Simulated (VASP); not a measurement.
# Zr (P6_3/mmc) in VASP: notebook

Runs on Zr. Level: LDA. Tasks: electric field gradients.

Program: VASP 6.6.1. These are calculated values, not measurements. Logs are shortened: lines on timing, memory, paths and dates and some standing lists are left out, and cuts for length are marked.

## Step 1: The cell of the first run

It takes space group P6_3/mmc (No. 194, hexagonal). The conventional cell has a = 3.167 Å, b = 3.167 Å, c = 5.147 Å, α = 90.00°, β = 90.00°, γ = 120.00°. Within 4.2 Å of Zr (site symmetry -6m2) lie 12 Zr at 3.16 to 3.17 Å.

## Step 2: Electric field gradients, LDA (equal xx and yy strain of -2 %)

Contents of INCAR:

```
SYSTEM = Zr
ALGO     = Normal         ! electronic algorithm
EDIFF    = 1E-8           ! SCF threshold, eV
ENCUT    = 520            ! plane-wave cutoff, eV
ISIF     = 2              ! what is computed and relaxed
ISMEAR   = -1             ! smearing method
LASPH    = .TRUE.         ! aspherical terms in the spheres
LCHARG   = .FALSE.        ! write CHGCAR
LEFG     = .TRUE.       
LREAL    = .FALSE.        ! projectors in reciprocal space
LWAVE    = .FALSE.        ! write WAVECAR
NBANDS   = 19             ! bands
NELM     = 100            ! most SCF steps
PREC     = Accurate       ! precision mode
SIGMA    = 0.03           ! smearing width, eV
```

Contents of KPOINTS:

```
k-points
0
G
  13 13 7
  0 0 0
```

Contents of POSCAR:

```
Zr
1.0
    3.1673582580      0.0000000000      0.0000000000
   -1.5836791290      2.7430127143      0.0000000000
    0.0000000000      0.0000000000      5.1470000000
Zr
2
Direct
    0.3333333333      0.6666666667      0.2500000000
    0.6666666667      0.3333333333      0.7500000000
```

Potentials or basis: VASP PAW LDA potentials, release 64 (Zr_sv).

Command:

```sh
$ cat potpaw_LDA.64/Zr_sv/POTCAR > POTCAR
$ mpirun -np 1 vasp_std > vasp.out
```

OUTCAR:

```text
SYSTEM = Zr
   EDIFF = 1E-8
   ENCUT = 520
   ISIF = 2
   ISMEAR = -1
   LASPH = .TRUE.
   LREAL = .FALSE.
   NELM = 100
   PREC = Accurate

 ion  position               nearest neighbor table
   1  0.333  0.667  0.250-   2 3.16   2 3.16   2 3.16   2 3.16   2 3.16   2 3.16
   2  0.667  0.333  0.750-   1 3.16   1 3.16   1 3.16   1 3.16   1 3.16   1 3.16

  LATTYP: Found a hexagonal cell.
 ALAT       =     3.1673582580
 C/A-ratio  =     1.6250135225

  Lattice vectors:

 A1 = (   3.1673582580,   0.0000000000,   0.0000000000)
 A2 = (  -1.5836791290,   2.7430127143,   0.0000000000)
 A3 = (   0.0000000000,   0.0000000000,   5.1470000000)

Analysis of symmetry for initial positions (statically):
=====================================================================
 Subroutine PRICEL returns:
 Original cell was already a primitive cell.

 Routine SETGRP: Setting up the symmetry group for a
 hexagonal supercell.

 Subroutine GETGRP returns: Found 24 space group operations
 (whereof 12 operations were pure point group operations)
 out of a pool of 24 trial point group operations.

The static configuration has the point symmetry D_3d.
 The point group associated with its full space group is D_6h.

Analysis of symmetry for dynamics (positions and initial velocities):
=====================================================================
 Subroutine PRICEL returns:
 Original cell was already a primitive cell.

 Routine SETGRP: Setting up the symmetry group for a
 hexagonal supercell.

 Subroutine GETGRP returns: Found 24 space group operations
 (whereof 12 operations were pure point group operations)
 out of a pool of 24 trial point group operations.

The dynamic configuration has the point symmetry D_3d.
 The point group associated with its full space group is D_6h.

 Subroutine INISYM returns: Found 24 space group operations
 (whereof 12 operations are pure point group operations),
 and found     1 'primitive' translations

----------------------------------------------------------------------------------------

                                     Primitive cell

  volume of cell :      44.7177

  direct lattice vectors                    reciprocal lattice vectors
     3.167358258  0.000000000  0.000000000     0.315720521  0.182281328  0.000000000
    -1.583679129  2.743012714  0.000000000     0.000000000  0.364562656  0.000000000
     0.000000000  0.000000000  5.147000000     0.000000000  0.000000000  0.194287935

  length of vectors
     3.167358258  3.167358258  5.147000000     0.364562656  0.364562656  0.194287935

  position of ions in fractional coordinates (direct lattice)
     0.333333333  0.666666667  0.250000000
     0.666666667  0.333333333  0.750000000

  ion indices of the primitive-cell ions
   primitive index   ion index
                 1           1
                 2           2

----------------------------------------------------------------------------------------

 KPOINTS: k-points

Automatic generation of k-mesh.
 Grid dimensions read from file:
 generate k-points for:   13   13    7

 Generating k-lattice:

  Cartesian coordinates                     Fractional coordinates (reciprocal lattice)
     0.024286194  0.014021641  0.000000000     0.076923077  0.000000000  0.000000000
     0.000000000  0.028043281  0.000000000     0.000000000  0.076923077  0.000000000
     0.000000000  0.000000000  0.027755419     0.000000000  0.000000000  0.142857143

  Length of vectors
     0.028043281  0.028043281  0.027755419

  Shift w.r.t. Gamma in fractional coordinates (k-lattice)
     0.000000000  0.000000000  0.000000000

 Subroutine IBZKPT returns following result:
 ===========================================

 Found     84 irreducible k-points:

 Following reciprocal coordinates:
            Coordinates               Weight
  0.000000  0.000000  0.000000      1.000000
  0.076923  0.000000  0.000000      6.000000
  0.153846  0.000000  0.000000      6.000000
  0.230769  0.000000  0.000000      6.000000
  0.307692  0.000000  0.000000      6.000000
  0.384615  0.000000  0.000000      6.000000
[... 16 lines left out ...]
  0.076923  0.000000  0.142857     12.000000
  0.153846  0.000000  0.142857     12.000000
 [... further k-points ...]
   k-points           NKPTS =     84   k-points in BZ     NKDIM =     84   number of bands    NBANDS=     19
   number of dos      NEDOS =    301   number of ions     NIONS =      2
   total plane-waves  NPLWV =  23040
   dimension x,y,z NGX =    24 NGY =   24 NGZ =   40
   dimension x,y,z NGXF=    48 NGYF=   48 NGZF=   80
   ions per type =               2
   NGX,Y,Z   is equivalent  to a cutoff of  12.60, 12.60, 12.92 a.u.
   NGXF,Y,Z  is equivalent  to a cutoff of  25.19, 25.19, 25.84 a.u.
 SYSTEM =  Zr
   PREC   = accura    normal or accurate (medium, high low for compatibility)
   ISTART =      0    job   : 0-new  1-cont  2-samecut
   ICHARG =      2    charge: 1-file 2-atom 10-const
   ISPIN  =      1    spin polarized calculation?
   LNONCOLLINEAR =      F non collinear calculations
   LSORBIT =      F    spin-orbit coupling
   LASPH  =      T    aspherical Exc in radial PAW
   ENCUT  =  520.0 eV  38.22 Ry    6.18 a.u.   5.89  5.89  9.57*2*pi/ulx,y,z
   NELM   =    100;   NELMIN=  2; NELMDL= -5     # of ELM steps
   EDIFF  = 0.1E-07   stopping-criterion for ELM
   LREAL  =      F    real-space projection
   EDIFFG = 0.1E-06   stopping-criterion for IOM
   NSW    =      0    number of steps for IOM
   IBRION =     -1    ionic relax: 0-MD 1-quasi-New 2-CG
   NFREE  =      0    steps in history (QN), initial steepest desc. (CG)
   ISIF   =      2    stress and relaxation
   ISYM   =      2    0-nonsym 1-usesym 2-fastsym
   POTIM  = 0.5000    time-step for ionic-motion
   TEBEG  =    0.0;   TEEND  =   0.0 temperature during run
   PSTRESS=    0.0 pullay stress
   NELECT =      24.0000    total number of electrons
   NUPDOWN=      -1.0000    fix difference up-down
   EMIN   =  10.00;   EMAX   =-10.00  energy-range for DOS
   EFERMI =   0.00;   METHOD = LEGACY
   ISMEAR =    -1;   SIGMA  =   0.03  broadening in eV -4-tet -1-fermi 0-gaus
   EFERMI_NEDOS =   21; number of points for ismear=-14 and -15
   IALGO  =     38    algorithm
   IMIX   =      4    mixing-type and parameters
     AMIX     =   0.40;   BMIX     =  1.00
     AMIX_MAG =   1.60;   BMIX_MAG =  1.00
  volume/ion in A,a.u.               =      22.36       150.88
  Fermi-wavevector in a.u.,A,eV,Ry     =   1.330410  2.514110 24.082188  1.769991
  Thomas-Fermi vector in A             =   2.459499
   LORBIT       =      0    0 simple, 1 ext, 2 COOP (PROOUT), +10 PAW based schemes
   GGA     = CA    functional components
   LHFCALC =     F    Hartree Fock is set to
   AEXX    =    0.0000 exact exchange contribution
   IVDW    =     0    specifies the selected vdW correction
   LEPSILON=     F    determine dielectric tensor
   LRPA    =     F    only Hartree local field effects (RPA)
 non-spin polarized calculation
  energy-cutoff  :      520.00
  volume of cell :       44.72
 maximum number of plane-waves:      1221
 NGX is ok and might be reduce to    24
   NGX = 11   NGY = 11   NGZ = 19

 number of electron      24.0000000 magnetization

 Free energy of the ion-electron system (eV)
  ---------------------------------------------------
  ext. energy  EPLUGINS =         0.00000000
  ---------------------------------------------------
  free energy    TOTEN  =       -18.57688690 eV

  energy without entropy =      -18.56985444  energy(sigma->0) =      -18.57337067

 E-fermi :   9.2500     XC(G=0): -11.4798

 val. band max:        9.2434926268   @ k =   0.0769   0.0769   0.1429
 cond. band min:       9.2507528071   @ k =   0.2308   0.1538   0.4286
 fundamental gap:      0.0072601804
 Fermi energy:         9.2500476659

 k-point     1 :       0.0000    0.0000    0.0000
  band No.  band energies     occupation
      1     -39.2312      2.00000
      2     -39.0575      2.00000
      3     -17.9599      2.00000
      4     -16.9574      2.00000
      5     -16.9574      2.00000
      6     -16.8401      2.00000
[... 11 lines left out ...]
     18      11.5654      0.00000
     19      13.8781      0.00000

 k-point     2 :       0.0769    0.0000    0.0000
  band No.  band energies     occupation
      1     -39.2228      2.00000
      2     -39.0535      2.00000
      3     -17.9391      2.00000
      4     -17.0073      2.00000
      5     -16.9731      2.00000
      6     -16.8623      2.00000
[... 476 lines left out ...]
 k-point    24 :       0.1538    0.0000    0.1429
  band No.  band energies     occupation
      1     -39.1914      2.00000
      2     -39.0504      2.00000
      3     -17.8376      2.00000
      4     -17.1335      2.00000
      5     -17.0445      2.00000
      6     -17.0066      2.00000
[... 11 lines left out ...]
     18      11.5722      0.00000
     19      14.1857      0.00000

 [... further k-points ...]
[... 5 lines left out ...]
  --------------------------------------------------------------------------------------
  -------------------------------------------------------------------------------------
  Total       -0.6484330     -0.6484330     -0.7830158      0.0000000     -0.0000000      0.0000000
  in kB      -23.2325294    -23.2325294    -28.0544628      0.0000000     -0.0000000      0.0000000
  external PRESSURE =     -24.8398405 kB  Pullay stress =       0.0000000 kB

 VOLUME and BASIS-vectors are now :
 -----------------------------------------------------------------------------
  energy-cutoff  :      520.00
  volume of cell :       44.72
      direct lattice vectors                 reciprocal lattice vectors
     3.167358258  0.000000000  0.000000000     0.315720521  0.182281328  0.000000000
    -1.583679129  2.743012714  0.000000000     0.000000000  0.364562656  0.000000000
     0.000000000  0.000000000  5.147000000     0.000000000  0.000000000  0.194287935

 POSITION                                       TOTAL-FORCE (eV/Angst)
 -----------------------------------------------------------------------------------
     -0.00000      1.82868      1.28675        -0.000000      0.000000      0.000000
      1.58368      0.91434      3.86025         0.000000     -0.000000      0.000000
 -----------------------------------------------------------------------------------
    total drift:                               -0.000000      0.000000     -0.000000

  FREE ENERGIE OF THE ION-ELECTRON SYSTEM (eV)
  ---------------------------------------------------
  free  energy   TOTEN  =       -18.5768869035 eV

  energy  without entropy=      -18.5698544420  energy(sigma->0) =      -18.57337067

 Electric field gradients (V/A^2)
---------------------------------------------------------------------
 ion       V_xx      V_yy      V_zz      V_xy      V_xz      V_yz
---------------------------------------------------------------------
   1     -16.433   -16.433    32.866    -0.000     0.000    -0.000
   2     -16.433   -16.433    32.866    -0.000    -0.000     0.000
---------------------------------------------------------------------

 Electric field gradients after diagonalization (V/A^2)
 (convention: |V_zz| > |V_xx| > |V_yy|)
----------------------------------------------------------------------
 ion       V_xx      V_yy      V_zz     asymmetry (V_yy - V_xx)/ V_zz
----------------------------------------------------------------------
   1     -16.433   -16.433    32.866       0.000
   2     -16.433   -16.433    32.866       0.000
----------------------------------------------------------------------

           NMR quadrupolar parameters

 Cq : quadrupolar parameter    Cq=e*Q*V_zz/h
 eta: asymmetry parameters     (V_yy - V_xx)/ V_zz
 Q  : nuclear electric quadrupole moment in mb (millibarn)
----------------------------------------------------------------------
 ion       Cq(MHz)       eta       Q (mb)
----------------------------------------------------------------------
   1       0.079       0.000       1.000
   2       0.079       0.000       1.000
----------------------------------------------------------------------
```

It took 77 s on 1 thread of Intel Xeon 8259CL, shared host; peak memory 0.18 GiB.

What came out:

* Free energy: -18.5769 eV
* Pressure: -2.5 GPa
* Band gap on the k mesh: zero (band 12 reaches 10.14 eV, above the bottom of band 13 at 9.07 eV)

Levels at points of the mesh, in eV from the Fermi level:
```csv
k point,band 10,band 11,band 12,band 13,band 14,band 15
"(0.00, 0.00, 0.00)",-3.15,0.82,0.87,0.87,1.25,1.55
```

Electric field gradients, principal values (V/Å²):
```
atom    least   middle  greatest (by size)
1 Zr  -16.433  -16.433              32.866
2 Zr  -16.433  -16.433              32.866
```

Caveat: the cell differs from its parent crystal (equal xx and yy strain of -2 %); without QUAD_EFG the Cq values of the log hold for a quadrupole moment of 1 mb, not for the nuclei.

## Step 3: Electric field gradients, LDA (equal xx and yy strain of -2 %)

Contents of INCAR:

```
PREC     = Accurate       # precision mode
ENCUT    = 520            # plane-wave cutoff, eV
EDIFF    = 1E-8           # SCF threshold, eV
ISMEAR   = -1             # smearing method
SIGMA    = 0.03           # smearing width, eV
LREAL    = F              # projectors in reciprocal space
LASPH    = T              # aspherical terms in the spheres
NELM     = 60             # most SCF steps
ALGO     = Normal         # electronic algorithm
ISIF     = 2              # what is computed and relaxed
LWAVE    = F              # write WAVECAR
LCHARG   = F              # write CHGCAR
GGA      = CA             # functional
LEFG     = T            
NBANDS   = 19             # bands
```

Contents of KPOINTS:

```
Automatic mesh
0
Gamma
  13 13 7
```

POSCAR is that of step 2.

Potentials or basis: VASP PAW LDA potentials, release 64 (Zr_sv).

Command:

```sh
$ cat potpaw_LDA.64/Zr_sv/POTCAR > POTCAR
$ mpirun -np 1 vasp_std > vasp.out
```

OUTCAR:

```text
PREC = Accurate
   ENCUT = 520
   EDIFF = 1E-8
   ISMEAR = -1
   LREAL = F
   LASPH = T
   NELM = 60
   ISIF = 2
   GGA = CA

 ion  position               nearest neighbor table
   1  0.333  0.667  0.250-   2 3.16   2 3.16   2 3.16   2 3.16   2 3.16   2 3.16
   2  0.667  0.333  0.750-   1 3.16   1 3.16   1 3.16   1 3.16   1 3.16   1 3.16

  LATTYP: Found a hexagonal cell.
 ALAT       =     3.1673582580
 C/A-ratio  =     1.6250135225

  Lattice vectors:

 A1 = (   3.1673582580,   0.0000000000,   0.0000000000)
 A2 = (  -1.5836791290,   2.7430127143,   0.0000000000)
 A3 = (   0.0000000000,   0.0000000000,   5.1470000000)

Analysis of symmetry for initial positions (statically):
=====================================================================
 Subroutine PRICEL returns:
 Original cell was already a primitive cell.

 Routine SETGRP: Setting up the symmetry group for a
[... 719 lines left out ...]
  energy-cutoff  :      520.00
  volume of cell :       44.72
      direct lattice vectors                 reciprocal lattice vectors
     3.167358258  0.000000000  0.000000000     0.315720521  0.182281328  0.000000000
    -1.583679129  2.743012714  0.000000000     0.000000000  0.364562656  0.000000000
     0.000000000  0.000000000  5.147000000     0.000000000  0.000000000  0.194287935

 POSITION                                       TOTAL-FORCE (eV/Angst)
 -----------------------------------------------------------------------------------
     -0.00000      1.82868      1.28675        -0.000000      0.000000      0.000000
      1.58368      0.91434      3.86025         0.000000     -0.000000      0.000000
 -----------------------------------------------------------------------------------
    total drift:                               -0.000000      0.000000     -0.000000

  FREE ENERGIE OF THE ION-ELECTRON SYSTEM (eV)
  ---------------------------------------------------
  free  energy   TOTEN  =       -18.5768869035 eV

  energy  without entropy=      -18.5698544420  energy(sigma->0) =      -18.57337067

 Electric field gradients (V/A^2)
---------------------------------------------------------------------
 ion       V_xx      V_yy      V_zz      V_xy      V_xz      V_yz
---------------------------------------------------------------------
   1     -16.433   -16.433    32.866    -0.000     0.000    -0.000
   2     -16.433   -16.433    32.866    -0.000    -0.000     0.000
---------------------------------------------------------------------

 Electric field gradients after diagonalization (V/A^2)
 (convention: |V_zz| > |V_xx| > |V_yy|)
----------------------------------------------------------------------
 ion       V_xx      V_yy      V_zz     asymmetry (V_yy - V_xx)/ V_zz
----------------------------------------------------------------------
   1     -16.433   -16.433    32.866       0.000
   2     -16.433   -16.433    32.866       0.000
----------------------------------------------------------------------

           NMR quadrupolar parameters

 Cq : quadrupolar parameter    Cq=e*Q*V_zz/h
 eta: asymmetry parameters     (V_yy - V_xx)/ V_zz
 Q  : nuclear electric quadrupole moment in mb (millibarn)
----------------------------------------------------------------------
 ion       Cq(MHz)       eta       Q (mb)
----------------------------------------------------------------------
   1       0.079       0.000       1.000
   2       0.079       0.000       1.000
----------------------------------------------------------------------
```

OSZICAR:

```text
N       E                     dE             d eps       ncg     rms          rms(c)
DAV:   1     0.215894435980E+03    0.21589E+03   -0.13288E+04  3200   0.126E+03
DAV:   2    -0.329793824540E+01   -0.21919E+03   -0.21478E+03  3716   0.372E+02
DAV:   3    -0.188396478311E+02   -0.15542E+02   -0.15422E+02  5685   0.725E+01
DAV:   4    -0.192961793961E+02   -0.45653E+00   -0.45601E+00  3805   0.119E+01
DAV:   5    -0.193079924797E+02   -0.11813E-01   -0.11810E-01  4638   0.145E+00    0.156E+01
DAV:   6    -0.186965172067E+02    0.61148E+00   -0.90188E-01  3521   0.700E+00    0.626E+00
DAV:   7    -0.185743651885E+02    0.12215E+00   -0.56952E-01  4639   0.472E+00    0.108E+00
DAV:   8    -0.185766760714E+02   -0.23109E-02   -0.29720E-02  4167   0.140E+00    0.228E-01
DAV:   9    -0.185768952270E+02   -0.21916E-03   -0.11500E-03  4348   0.292E-01    0.244E-02
DAV:  10    -0.185768851767E+02    0.10050E-04   -0.40050E-05  4622   0.391E-02    0.213E-02
DAV:  11    -0.185768869933E+02   -0.18166E-05   -0.68022E-06  3635   0.280E-02    0.160E-03
DAV:  12    -0.185768869131E+02    0.80210E-07   -0.27529E-07  4323   0.360E-03    0.138E-03
DAV:  13    -0.185768869035E+02    0.95465E-08   -0.23266E-08  3027   0.842E-04
   1 F= -.18576887E+02 E0= -.18573371E+02  d E =-.703246E-02
```

Run time: 79 s. Hardware: 1 thread of Intel Xeon 8259CL, shared host; peak memory 0.18 GiB.

What came out:

```
Free energy            : -18.5769 eV
Pressure               : -2.5 GPa
Band gap on the k mesh : zero (band 12 reaches 10.14 eV, above the bottom of band 13 at 9.07 eV)
```

Electric field gradients, principal values (V/Å²):
```csv
atom,least,middle,greatest (by size)
1 Zr,-16.433,-16.433,32.866
2 Zr,-16.433,-16.433,32.866
```

Caveat: the cell differs from its parent crystal (equal xx and yy strain of -2 %); without QUAD_EFG the Cq values of the log hold for a quadrupole moment of 1 mb, not for the nuclei.

(Continued in part 2 of 2.)
